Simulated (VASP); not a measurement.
# Ag (Im-3m) in VASP: a series of runs

The runs below take Ag through single point, with r2SCAN.

Everything below comes from runs of VASP 6.6.1. Logs are shortened: lines on timing, memory, paths and dates and some standing lists are left out, and cuts for length are marked.

### Step 1. The cell of the first run

The structure is cubic, space group Im-3m (No. 229). Conventional cell: a = 3.224 Å, b = 3.224 Å, c = 3.224 Å, α = 90.00°, β = 90.00°, γ = 90.00°. Within 3.7 Å of Ag (site symmetry m-3m) lie 14 Ag at 2.79 to 3.22 Å.

This isn't the form of Ag at room conditions, which is fcc.

### Step 2. Single point, r2SCAN (16.75 Å³/atom)

POSCAR

```
Ag
1.0
   -1.6119378209      1.6119378209      1.6119378209
    1.6119378209     -1.6119378209      1.6119378209
    1.6119378209      1.6119378209     -1.6119378209
Ag
1
Direct
    0.0000000000      0.0000000000      0.0000000000
```

INCAR.step1

```
  PREC = Accurate
  ENCUT = 520
  ISMEAR = -1
  SIGMA = 0.1
  LREAL = False
  LASPH = True
  NELM = 100
  NBANDS = 12
  GGA = PE
  ALGO = Normal
  EDIFF = 1E-4
  LWAVE = True
  LCHARG = False
```

INCAR.step2

```
  PREC = Accurate
  ENCUT = 520
  EDIFF = 1E-6
  ISMEAR = -1
  SIGMA = 0.1
  LREAL = False
  LASPH = True
  NELM = 100
  ALGO = Normal
  ISIF = 2
  LWAVE = False
  LCHARG = True
  METAGGA = R2SCAN
  LMIXTAU = True
  LELF = True
  LVHAR = True
  NBANDS = 12
  ISTART = 1
```

KPOINTS

```
Automatic mesh
0
Gamma
  15 15 15
```

Potentials or basis: VASP PAW PBE potentials, release 64 (Ag).

Launch:

```sh
$ cat potpaw_PBE.64/Ag/POTCAR > POTCAR
$ cp INCAR.step1 INCAR
$ mpirun -np 1 vasp_std > vasp.out
$ cp INCAR.step2 INCAR
$ mpirun -np 1 vasp_std > vasp.out
```

OUTCAR:

```text
PREC = Accurate
   ENCUT = 520
   EDIFF = 1E-6
   ISMEAR = -1
   LREAL = False
   LASPH = True
   NELM = 100
   ISIF = 2
   METAGGA = R2SCAN
   ISTART = 1

 ion  position               nearest neighbor table
   1  0.000  0.000  0.000-

  LATTYP: Found a body centered cubic cell.
 ALAT       =     3.2238756418

  Lattice vectors:

 A1 = (  -1.6119378209,   1.6119378209,   1.6119378209)
 A2 = (   1.6119378209,  -1.6119378209,   1.6119378209)
 A3 = (   1.6119378209,   1.6119378209,  -1.6119378209)

Analysis of symmetry for initial positions (statically):
=====================================================================
 Subroutine PRICEL returns:
 Original cell was already a primitive cell.

 Routine SETGRP: Setting up the symmetry group for a
 body centered cubic supercell.

 Subroutine GETGRP returns: Found 48 space group operations
 (whereof 48 operations were pure point group operations)
 out of a pool of 48 trial point group operations.

The static configuration has the point symmetry O_h .

Analysis of symmetry for dynamics (positions and initial velocities):
=====================================================================
 Subroutine PRICEL returns:
 Original cell was already a primitive cell.

 Routine SETGRP: Setting up the symmetry group for a
 body centered cubic supercell.

 Subroutine GETGRP returns: Found 48 space group operations
 (whereof 48 operations were pure point group operations)
 out of a pool of 48 trial point group operations.

The dynamic configuration has the point symmetry O_h .

 Subroutine INISYM returns: Found 48 space group operations
 (whereof 48 operations are pure point group operations),
 and found     1 'primitive' translations

----------------------------------------------------------------------------------------

                                     Primitive cell

  volume of cell :      16.7535

  direct lattice vectors                    reciprocal lattice vectors
    -1.611937821  1.611937821  1.611937821     0.000000000  0.310185662  0.310185662
     1.611937821 -1.611937821  1.611937821     0.310185662  0.000000000  0.310185662
     1.611937821  1.611937821 -1.611937821     0.310185662  0.310185662  0.000000000

  length of vectors
     2.791958204  2.791958204  2.791958204     0.438668770  0.438668770  0.438668770

  position of ions in fractional coordinates (direct lattice)
     0.000000000  0.000000000  0.000000000

[... 81 lines left out ...]
   ISIF   =      2    stress and relaxation
   ISYM   =      2    0-nonsym 1-usesym 2-fastsym
   POTIM  = 0.5000    time-step for ionic-motion
   TEBEG  =    0.0;   TEEND  =   0.0 temperature during run
   PSTRESS=    0.0 pullay stress
   NELECT =      11.0000    total number of electrons
   NUPDOWN=      -1.0000    fix difference up-down
   EMIN   =  10.00;   EMAX   =-10.00  energy-range for DOS
   EFERMI =   0.00;   METHOD = LEGACY
   ISMEAR =    -1;   SIGMA  =   0.10  broadening in eV -4-tet -1-fermi 0-gaus
   EFERMI_NEDOS =   21; number of points for ismear=-14 and -15
   IALGO  =     38    algorithm
   IMIX   =      4    mixing-type and parameters
     AMIX     =   0.40;   BMIX     =  1.00
     AMIX_MAG =   1.60;   BMIX_MAG =  1.00
  volume/ion in A,a.u.               =      16.75       113.06
  Fermi-wavevector in a.u.,A,eV,Ry     =   1.422888  2.688869 27.546503  2.024611
  Thomas-Fermi vector in A             =   2.543544
   LORBIT       =      0    0 simple, 1 ext, 2 COOP (PROOUT), +10 PAW based schemes
   METAGGA = R2SCAN    functional components
   LHFCALC =     F    Hartree Fock is set to
   AEXX    =    0.0000 exact exchange contribution
   IVDW    =     0    specifies the selected vdW correction
   LEPSILON=     F    determine dielectric tensor
   LRPA    =     F    only Hartree local field effects (RPA)
 non-spin polarized calculation
  energy-cutoff  :      520.00
  volume of cell :       16.75
 maximum number of plane-waves:       466
 NGX is ok and might be reduce to    24
   NGX = 11   NGY = 11   NGZ = 11

 number of electron      10.9999997 magnetization

 Free energy of the ion-electron system (eV)
  ---------------------------------------------------
  ext. energy  EPLUGINS =         0.00000000
  ---------------------------------------------------
  free energy    TOTEN  =       -21.32335083 eV

  energy without entropy =      -21.31454385  energy(sigma->0) =      -21.31894734

 E-fermi :   8.7106     XC(G=0): -13.0916

 val. band max:        8.6709961288   @ k =  -0.2667   0.4667   0.0667
 cond. band min:       8.7584281029   @ k =  -0.4667   0.4667   0.0667
 fundamental gap:      0.0874319741
 Fermi energy:         8.7105524085

 k-point     1 :       0.0000    0.0000    0.0000
  band No.  band energies     occupation
      1       0.5905      2.00000
      2       3.3475      2.00000
      3       3.3475      2.00000
      4       3.3475      2.00000
      5       4.7449      2.00000
      6       4.7449      2.00000
      7      27.4755      0.00000
      8      27.4755      0.00000
      9      27.4755      0.00000
     10      34.1579      0.00000
     11      34.1579      0.00000
     12      34.2763      0.00000
[... 331 lines left out ...]
 k-point    24 :       0.4000    0.2000    0.0000
  band No.  band energies     occupation
      1       2.2819      2.00000
      2       2.7791      2.00000
      3       4.0953      2.00000
      4       4.6860      2.00000
      5       5.1725      2.00000
      6      11.0021      0.00000
      7      13.3445      0.00000
      8      18.3331      0.00000
      9      23.5973      0.00000
     10      30.1897      0.00000
     11      32.7782      0.00000
     12      36.1544      0.00000

 [... further k-points ...]

------------------------ aborting loop because EDIFF is reached ----------------------------------------

  FORCE on cell =-STRESS in cart. coord.  units (eV):
  Direction    XX          YY          ZZ          XY          YZ          ZX
  --------------------------------------------------------------------------------------
  -------------------------------------------------------------------------------------
  Total        0.4722295      0.4722295      0.4722295      0.0000000      0.0000000      0.0000000
  in kB       45.1605142     45.1605142     45.1605142      0.0000000      0.0000000      0.0000000
  external PRESSURE =      45.1605142 kB  Pullay stress =       0.0000000 kB

 VOLUME and BASIS-vectors are now :
 -----------------------------------------------------------------------------
  energy-cutoff  :      520.00
  volume of cell :       16.75
      direct lattice vectors                 reciprocal lattice vectors
    -1.611937821  1.611937821  1.611937821     0.000000000  0.310185662  0.310185662
     1.611937821 -1.611937821  1.611937821     0.310185662  0.000000000  0.310185662
     1.611937821  1.611937821 -1.611937821     0.310185662  0.310185662  0.000000000

 POSITION                                       TOTAL-FORCE (eV/Angst)
 -----------------------------------------------------------------------------------
      0.00000      0.00000      0.00000        -0.000000      0.000000      0.000000
 -----------------------------------------------------------------------------------
    total drift:                                0.000000      0.000000     -0.000000

  FREE ENERGIE OF THE ION-ELECTRON SYSTEM (eV)
  ---------------------------------------------------
  free  energy   TOTEN  =       -21.3233508254 eV

  energy  without entropy=      -21.3145438516  energy(sigma->0) =      -21.31894734
```

Wall time 26 s (1 thread of Intel Xeon 6975P-C (Granite Rapids), shared host); peak memory 0.16 GiB.

What came out:

- Free energy: -21.3234 eV
- Pressure: 4.5 GPa
- Band gap on the k mesh: zero (an odd number of electrons rules out a gap without spin polarisation)

Caveat: the cell stands under pressure; the PAW data sets were made with another functional, which shifts forces and pressure a little.

### Step 3. Single point, r2SCAN (17.45 Å³/atom)

This run uses another cell than the first one, of 17.45 Å³/atom.

POSCAR

```
Ag
1.0
   -1.6340219052      1.6340219052      1.6340219052
    1.6340219052     -1.6340219052      1.6340219052
    1.6340219052      1.6340219052     -1.6340219052
Ag
1
Direct
    0.0000000000      0.0000000000      0.0000000000
```

INCAR.step1

```
ALGO = Normal ; EDIFF = 1E-4
ENCUT = 520 ; GGA = PE
ISMEAR = -1 ; LASPH = True
LCHARG = False ; LREAL = False
LWAVE = True ; NBANDS = 12
NELM = 80 ; PREC = Accurate
SIGMA = 0.1
```

INCAR.step2

```
ALGO = Normal ; EDIFF = 1E-6
ENCUT = 520 ; ISIF = 2
ISMEAR = -1 ; ISTART = 1
LASPH = True ; LCHARG = False
LMIXTAU = True ; LREAL = False
LWAVE = False ; METAGGA = R2SCAN
NBANDS = 12 ; NELM = 80
PREC = Accurate ; SIGMA = 0.1
```

KPOINTS

```
k-points
0
Gamma
  15 15 15
```

Potentials or basis: VASP PAW PBE potentials, release 64 (Ag).

Launch:

```sh
$ cat potpaw_PBE.64/Ag/POTCAR > POTCAR
$ cp INCAR.step1 INCAR
$ mpirun -np 1 vasp_std > vasp.out
$ cp INCAR.step2 INCAR
$ mpirun -np 1 vasp_std > vasp.out
```

OUTCAR:

```text
EDIFF = 1E-6
   ENCUT = 520
   ISIF = 2
   ISMEAR = -1
   ISTART = 1
   LASPH = True
   LREAL = False
   METAGGA = R2SCAN
   NELM = 80
   PREC = Accurate

 ion  position               nearest neighbor table
   1  0.000  0.000  0.000-

  LATTYP: Found a body centered cubic cell.
 ALAT       =     3.2680438104

  Lattice vectors:

 A1 = (  -1.6340219052,   1.6340219052,   1.6340219052)
 A2 = (   1.6340219052,  -1.6340219052,   1.6340219052)
 A3 = (   1.6340219052,   1.6340219052,  -1.6340219052)

Analysis of symmetry for initial positions (statically):
=====================================================================
 Subroutine PRICEL returns:
 Original cell was already a primitive cell.

 Routine SETGRP: Setting up the symmetry group for a
 body centered cubic supercell.

 Subroutine GETGRP returns: Found 48 space group operations
 (whereof 48 operations were pure point group operations)
 out of a pool of 48 trial point group operations.

The static configuration has the point symmetry O_h .

Analysis of symmetry for dynamics (positions and initial velocities):
=====================================================================
 Subroutine PRICEL returns:
 Original cell was already a primitive cell.

 Routine SETGRP: Setting up the symmetry group for a
 body centered cubic supercell.

 Subroutine GETGRP returns: Found 48 space group operations
 (whereof 48 operations were pure point group operations)
 out of a pool of 48 trial point group operations.

The dynamic configuration has the point symmetry O_h .

 Subroutine INISYM returns: Found 48 space group operations
 (whereof 48 operations are pure point group operations),
 and found     1 'primitive' translations

----------------------------------------------------------------------------------------

                                     Primitive cell

[... 112 lines left out ...]
   LORBIT       =      0    0 simple, 1 ext, 2 COOP (PROOUT), +10 PAW based schemes
   METAGGA = R2SCAN    functional components
   LHFCALC =     F    Hartree Fock is set to
   AEXX    =    0.0000 exact exchange contribution
   IVDW    =     0    specifies the selected vdW correction
   LEPSILON=     F    determine dielectric tensor
   LRPA    =     F    only Hartree local field effects (RPA)
 non-spin polarized calculation
  energy-cutoff  :      520.00
  volume of cell :       17.45
 maximum number of plane-waves:       479
 NGX is ok and might be reduce to    24
   NGX = 11   NGY = 11   NGZ = 11

 number of electron      11.0000003 magnetization

 Free energy of the ion-electron system (eV)
  ---------------------------------------------------
  ext. energy  EPLUGINS =         0.00000000
  ---------------------------------------------------
  free energy    TOTEN  =       -21.33277858 eV

  energy without entropy =      -21.32404834  energy(sigma->0) =      -21.32841346

 E-fermi :   8.1520     XC(G=0): -12.8064

 val. band max:        8.1301465714   @ k =  -0.4000   0.4667   0.0667
 cond. band min:       8.1932950423   @ k =  -0.3333   0.4000   0.2000
 fundamental gap:      0.0631484709
 Fermi energy:         8.1520170577

 k-point     1 :       0.0000    0.0000    0.0000
  band No.  band energies     occupation
      1       0.3412      2.00000
      2       2.9416      2.00000
      3       2.9416      2.00000
      4       2.9416      2.00000
      5       4.2472      2.00000
      6       4.2472      2.00000
      7      26.7488      0.00000
      8      26.7488      0.00000
      9      26.7488      0.00000
     10      32.8675      0.00000
     11      32.8675      0.00000
     12      32.8675      0.00000
[... 331 lines left out ...]
 k-point    24 :       0.4000    0.2000    0.0000
  band No.  band energies     occupation
      1       1.9566      2.00000
      2       2.4210      2.00000
      3       3.6580      2.00000
      4       4.1911      2.00000
      5       4.6465      2.00000
      6      10.4015      0.00000
      7      12.5473      0.00000
      8      17.5095      0.00000
      9      22.6958      0.00000
     10      29.1868      0.00000
     11      31.8227      0.00000
     12      34.9545      0.00000

 [... further k-points ...]

------------------------ aborting loop because EDIFF is reached ----------------------------------------

  FORCE on cell =-STRESS in cart. coord.  units (eV):
  Direction    XX          YY          ZZ          XY          YZ          ZX
  --------------------------------------------------------------------------------------
  -------------------------------------------------------------------------------------
  Total       -0.0122518     -0.0122518     -0.0122518     -0.0000000      0.0000000      0.0000000
  in kB       -1.1247999     -1.1247999     -1.1247999     -0.0000000      0.0000000      0.0000000
  external PRESSURE =      -1.1247999 kB  Pullay stress =       0.0000000 kB

 VOLUME and BASIS-vectors are now :
 -----------------------------------------------------------------------------
  energy-cutoff  :      520.00
  volume of cell :       17.45
      direct lattice vectors                 reciprocal lattice vectors
    -1.634021905  1.634021905  1.634021905     0.000000000  0.305993450  0.305993450
     1.634021905 -1.634021905  1.634021905     0.305993450  0.000000000  0.305993450
     1.634021905  1.634021905 -1.634021905     0.305993450  0.305993450  0.000000000

 POSITION                                       TOTAL-FORCE (eV/Angst)
 -----------------------------------------------------------------------------------
      0.00000      0.00000      0.00000        -0.000000      0.000000     -0.000000
 -----------------------------------------------------------------------------------
    total drift:                               -0.000000      0.000000      0.000000

  FREE ENERGIE OF THE ION-ELECTRON SYSTEM (eV)
  ---------------------------------------------------
  free  energy   TOTEN  =       -21.3327785844 eV

  energy  without entropy=      -21.3240483378  energy(sigma->0) =      -21.32841346
```

OUTCAR.step1:

```text
EDIFF = 1E-4
   ENCUT = 520
   GGA = PE
   ISMEAR = -1
   LASPH = True
[... 575 lines left out ...]

 POSITION                                       TOTAL-FORCE (eV/Angst)
 -----------------------------------------------------------------------------------
      0.00000      0.00000      0.00000        -0.000000      0.000000      0.000000
 -----------------------------------------------------------------------------------
    total drift:                                0.000000      0.000000      0.000000

  FREE ENERGIE OF THE ION-ELECTRON SYSTEM (eV)
  ---------------------------------------------------
  free  energy   TOTEN  =        -2.6901436024 eV

  energy  without entropy=       -2.6810402972  energy(sigma->0) =       -2.68559195
```

Wall time 26 s (1 thread of Intel Xeon 6975P-C (Granite Rapids), shared host); peak memory 0.16 GiB.

Results:

```yaml
Free_energy: -21.3328 eV
Pressure: -0.1 GPa
Band_gap_on_the_k_mesh: zero (an odd number of electrons rules out a gap without spin polarisation)
```

Caveat: the PAW data sets were made with another functional, which shifts forces and pressure a little.

The gap in the log of VASP goes by the Fermi energy; the results here count the filled bands.